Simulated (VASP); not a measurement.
Wanted: the native input for a VASP 6.6.1 run.

```yaml
Task: single point
Functional: PBE
Potentials_or_basis: VASP PAW PBE potentials, release 64 (Al, N)
Cutoff: 520 eV
k_mesh: 11 × 11 × 6
Occupations: fermi-dirac, width 0.02 eV
Spin: no spin polarisation
Dipole_correction: no
Further_INCAR_settings: ALGO = Normal; EDIFF = 1e-07; NBANDS = 16
```

The structure of AlN lies in POSCAR:

```
AlN
1.0
    3.0689564278      0.0000000000      0.0000000000
   -1.5344782139      2.6577942296      0.0000000000
    0.0000000000      0.0000000000      4.9107214824
Al N
2 2
Direct
    0.3333333333      0.6666666667      0.0000000000
    0.6666666667      0.3333333333      0.5000000000
    0.3333333333      0.6666666667      0.3850000000
    0.6666666667      0.3333333333      0.8850000000
```

This cell differs from its parent crystal: volume scaled by 0.96.

The input as run:

INCAR

```
PREC = Accurate
ENCUT = 520
EDIFF = 1E-7
ISMEAR = -1
SIGMA = 0.02
LREAL = False
LASPH = True
NELM = 100
ALGO = Normal
ISIF = 2
LWAVE = False
LCHARG = False
GGA = PE
NBANDS = 16
```

KPOINTS

```
regular mesh
0
Gamma
  11 11 6
```

Potentials or basis: VASP PAW PBE potentials, release 64 (Al, N).

The run is started by

```bash
$ cat potpaw_PBE.64/Al/POTCAR potpaw_PBE.64/N/POTCAR > POTCAR
$ mpirun -np 1 vasp_std > vasp.out
```

Results of the run:

* Pressure: 13.0 GPa
* Largest force: 0.184 eV/Å
* Band gap on the k mesh: 4.53 eV, direct

Wall time 16 s on 1 thread of Intel(R) Xeon(R) Platinum 8488C (Sapphire Rapids) (shared host), peak memory 0.16 GiB.
